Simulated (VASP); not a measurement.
# InSe in VASP: single point with PBE

Aim: the single point of InSe with PBE.

All numbers are computed with VASP 6.6.1; they aren't measurements. Logs are shortened: lines on timing, memory, paths and dates and some standing lists are left out, and cuts for length are marked.

## 1. The cell of the first run

The cell holds a slab with vacuum, 12 atoms: a = 4.050 Å, b = 4.050 Å, c = 38.941 Å, α = 90.00°, β = 90.00°, γ = 120.00°.

## 2. Single point, PBE

INCAR

```
SYSTEM = InSe
PREC = Accurate
ENCUT = 400
EDIFF = 1E-6
ISMEAR = 0
SIGMA = 0.05
LREAL = .False.
LASPH = .True.
NELM = 120
ALGO = Normal
ISIF = 2
LWAVE = .False.
LCHARG = .False.
LDIPOL = .True.
IDIPOL = 3
DIPOL = 0.5 0.5 0.505
GGA = PE
NBANDS = 69
GGA_COMPAT = .False.
NELMDL = -8
```

KPOINTS

```
Automatic mesh
0
Gamma
  9 9 1
  0 0 0
```

POSCAR

```
InSe
1.0
    4.0499987484      0.0000000029      0.0000000000
   -2.0249993767      3.5074018000      0.0000000000
    0.0000000000      0.0000000000     38.9412796480
Se In
6 6
Direct
    0.6666666667      0.3333333333      0.2182773673
    0.6666666667      0.3333333333      0.3469654811
    0.3333333333      0.6666666667      0.4356559431
    0.3333333333      0.6666666667      0.5657526887
    0.6666666667      0.3333333333      0.6655746655
    0.6666666667      0.3333333333      0.8044828988
    0.3333333333      0.6666666667      0.2421890073
    0.3333333333      0.6666666667      0.3230538410
    0.6666666667      0.3333333333      0.4595675832
    0.6666666667      0.3333333333      0.5325499503
    0.3333333333      0.6666666667      0.6987783311
    0.3333333333      0.6666666667      0.7712695839
```

Potentials or basis: VASP PAW PBE potentials, release 64 (Se, In_d).

On the command line:

```sh
cat potpaw_PBE.64/Se/POTCAR potpaw_PBE.64/In_d/POTCAR > POTCAR
mpirun -np 1 vasp_std > vasp.out
```

OUTCAR:

```text
SYSTEM = InSe
   PREC = Accurate
   ENCUT = 400
   EDIFF = 1E-6
   ISMEAR = 0
   LREAL = .False.
   LASPH = .True.
   NELM = 120
   ISIF = 2
   GGA = PE
   NELMDL = -8

 ion  position               nearest neighbor table
   1  0.667  0.333  0.218-   7 2.52   7 2.52   7 2.52
   2  0.667  0.333  0.347-   8 2.52   8 2.52   8 2.52
   3  0.333  0.667  0.436-   9 2.52   9 2.52   9 2.52
   4  0.333  0.667  0.566-  10 2.67  10 2.67  10 2.67
   5  0.667  0.333  0.666-  11 2.67  11 2.67  11 2.67
   6  0.667  0.333  0.804-  12 2.67  12 2.67  12 2.67
   7  0.333  0.667  0.242-   1 2.52   1 2.52   1 2.52   8 3.15
   8  0.333  0.667  0.323-   2 2.52   2 2.52   2 2.52   7 3.15
   9  0.667  0.333  0.460-   3 2.52   3 2.52   3 2.52  10 2.84
  10  0.667  0.333  0.533-   4 2.67   4 2.67   4 2.67   9 2.84
  11  0.333  0.667  0.699-   5 2.67   5 2.67   5 2.67  12 2.82
  12  0.333  0.667  0.771-   6 2.67   6 2.67   6 2.67  11 2.82

  LATTYP: Found a hexagonal cell.
 ALAT       =     4.0499987484
 C/A-ratio  =     9.6151337487

  Lattice vectors:

 A1 = (   4.0499987484,   0.0000000029,   0.0000000000)
 A2 = (  -2.0249993767,   3.5074018000,   0.0000000000)
 A3 = (   0.0000000000,   0.0000000000,  38.9412796480)

Analysis of symmetry for initial positions (statically):
=====================================================================
 Subroutine PRICEL returns:
 Original cell was already a primitive cell.

 Routine SETGRP: Setting up the symmetry group for a
 hexagonal supercell.

 Subroutine GETGRP returns: Found  6 space group operations
 (whereof  6 operations were pure point group operations)
 out of a pool of 24 trial point group operations.

The static configuration has the point symmetry C_3v.

Analysis of symmetry for dynamics (positions and initial velocities):
=====================================================================
 Subroutine PRICEL returns:
 Original cell was already a primitive cell.

 Routine SETGRP: Setting up the symmetry group for a
 hexagonal supercell.

 Subroutine GETGRP returns: Found  6 space group operations
 (whereof  6 operations were pure point group operations)
 out of a pool of 24 trial point group operations.

The dynamic configuration has the point symmetry C_3v.

 Subroutine INISYM returns: Found  6 space group operations
[... 118 lines left out ...]
   EFERMI =   0.00;   METHOD = LEGACY
   ISMEAR =     0;   SIGMA  =   0.05  broadening in eV -4-tet -1-fermi 0-gaus
   EFERMI_NEDOS =   21; number of points for ismear=-14 and -15
   IALGO  =     38    algorithm
   IMIX   =      4    mixing-type and parameters
     AMIX     =   0.40;   BMIX     =  1.00
     AMIX_MAG =   1.60;   BMIX_MAG =  1.00
  volume/ion in A,a.u.               =      46.10       311.08
  Fermi-wavevector in a.u.,A,eV,Ry     =   0.966999  1.827364 12.722644  0.935088
  Thomas-Fermi vector in A             =   2.096848
   LORBIT       =      0    0 simple, 1 ext, 2 COOP (PROOUT), +10 PAW based schemes
   GGA     = PE    functional components
   LHFCALC =     F    Hartree Fock is set to
   AEXX    =    0.0000 exact exchange contribution
   IVDW    =     0    specifies the selected vdW correction
   LEPSILON=     F    determine dielectric tensor
   LRPA    =     F    only Hartree local field effects (RPA)
 non-spin polarized calculation
 Gauss-broadening in eV      SIGMA  =   0.05
  energy-cutoff  :      400.00
  volume of cell :      553.16
 maximum number of plane-waves:     10207
 NGX is ok and might be reduce to    28
   NGX = 13   NGY = 13   NGZ =127

 dipolmoment           0.000000      0.000000     -0.000014 electrons x Angstroem

 number of electron     113.9999971 magnetization

 dipolmoment           0.000000      0.000000      0.049495 electrons x Angstroem

 Free energy of the ion-electron system (eV)
  ---------------------------------------------------
  ext. energy  EPLUGINS =         0.00000000
  ---------------------------------------------------
  free energy    TOTEN  =       -41.27114098 eV

  energy without entropy =      -41.27114095  energy(sigma->0) =      -41.27114096

 E-fermi :   0.7880     XC(G=0):  -5.9866

 val. band max:        0.6152211132   @ k =   0.1111   0.0000   0.0000
 cond. band min:       0.9473920600   @ k =   0.0000   0.0000   0.0000
 fundamental gap:      0.3321709468
 Fermi energy:         0.7879810434

 k-point     1 :       0.0000    0.0000    0.0000
  band No.  band energies     occupation
      1     -14.5251      2.00000
      2     -14.3702      2.00000
      3     -14.3494      2.00000
      4     -14.3494      2.00000
      5     -14.2617      2.00000
      6     -14.1853      2.00000
[... 853 lines left out ...]
     68       5.2905      0.00000
     69       5.8412      0.00000

------------------------ aborting loop because EDIFF is reached ----------------------------------------

 vacuum level on the upper side and lower side of the slab       (xc-potential included)         0.161        -0.467

  FORCE on cell =-STRESS in cart. coord.  units (eV):
  Direction    XX          YY          ZZ          XY          YZ          ZX
  --------------------------------------------------------------------------------------
  -------------------------------------------------------------------------------------
  Total       12.4519296     12.4519296      3.3628056      0.0000000     -0.0000000     -0.0000000
  in kB       36.0658865     36.0658865      9.7400620      0.0000000     -0.0000000     -0.0000000
  external PRESSURE =      27.2906117 kB  Pullay stress =       0.0000000 kB

 VOLUME and BASIS-vectors are now :
 -----------------------------------------------------------------------------
  energy-cutoff  :      400.00
  volume of cell :      553.16
      direct lattice vectors                 reciprocal lattice vectors
     4.049998748  0.000000003  0.000000000     0.246913656  0.142555666  0.000000000
    -2.024999377  3.507401800  0.000000000    -0.000000000  0.285111332  0.000000000
     0.000000000  0.000000000 38.941279648     0.000000000  0.000000000  0.025679690

 POSITION                                       TOTAL-FORCE (eV/Angst)
 -----------------------------------------------------------------------------------
      2.02500      1.16913      8.50000        -0.000000      0.000000     -2.064430
      2.02500      1.16913     13.51128        -0.000000     -0.000000      2.053036
     -0.00000      2.33827     16.96500        -0.000000      0.000000     -2.091264
     -0.00000      2.33827     22.03113        -0.000000      0.000000      0.014016
      2.02500      1.16913     25.91833         0.000000     -0.000000     -0.013041
      2.02500      1.16913     31.32759         0.000000      0.000000      0.014068
     -0.00000      2.33827      9.43115         0.000000     -0.000000      2.899886
     -0.00000      2.33827     12.58013         0.000000     -0.000000     -2.940449
      2.02500      1.16913     17.89615         0.000000      0.000000      2.138335
      2.02500      1.16913     20.73818         0.000000     -0.000000     -0.011357
     -0.00000      2.33827     27.21132        -0.000000      0.000000      0.013814
     -0.00000      2.33827     30.03422         0.000000     -0.000000     -0.012613
 -----------------------------------------------------------------------------------
    total drift:                               -0.000001      0.000000     -0.000202

  FREE ENERGIE OF THE ION-ELECTRON SYSTEM (eV)
  ---------------------------------------------------
  free  energy   TOTEN  =       -41.2711409781 eV

  energy  without entropy=      -41.2711409502  energy(sigma->0) =      -41.27114096

 vacuum level on the upper side and lower side of the slab         6.075         5.440
```

stdout:

```text
POSCAR found type information on POSCAR SeIn
 POSCAR found :  2 types and      12 ions
 scaLAPACK will be used
 LDA part: xc-table for (Slater+PW92), standard interpolation
 POSCAR, INCAR and KPOINTS ok, starting setup
 FFT: planning ... GRIDC
 FFT: planning ... GRID_SOFT
 FFT: planning ... GRID
 WAVECAR not read
 entering main loop
```

Run time: 9.1 min. Hardware: 1 thread of AMD EPYC 7R13 (Zen 3), shared host; peak memory 0.56 GiB.

What came out:

- Free energy: -41.2711 eV
- Largest force: 2.940 eV/Å
- Band gap on the k mesh: 0.33 eV (least direct gap 0.51 eV)

Forces on the atoms (eV/Å):
```
Se   0.000  0.000 -2.064
Se   0.000  0.000  2.053
Se   0.000  0.000 -2.091
Se   0.000  0.000  0.014
Se   0.000  0.000 -0.013
Se   0.000  0.000  0.014
In   0.000  0.000  2.900
In   0.000  0.000 -2.940
In   0.000  0.000  2.138
In   0.000  0.000 -0.011
In   0.000  0.000  0.014
In   0.000  0.000 -0.013
```

Levels at points of the mesh, in eV from the valence-band top:
```csv
k point,band 54,band 55,band 56,band 57,band 58,band 59,band 60,band 61
"(0.00, 0.00, 0.00)",-0.81,-0.81,-0.51,-0.18,0.33,0.66,1.22,1.70
```

Caveat: semilocal functionals underestimate gaps, and a narrow one can read as zero; spin-orbit coupling is left out, which moves the levels of the heavy elements.
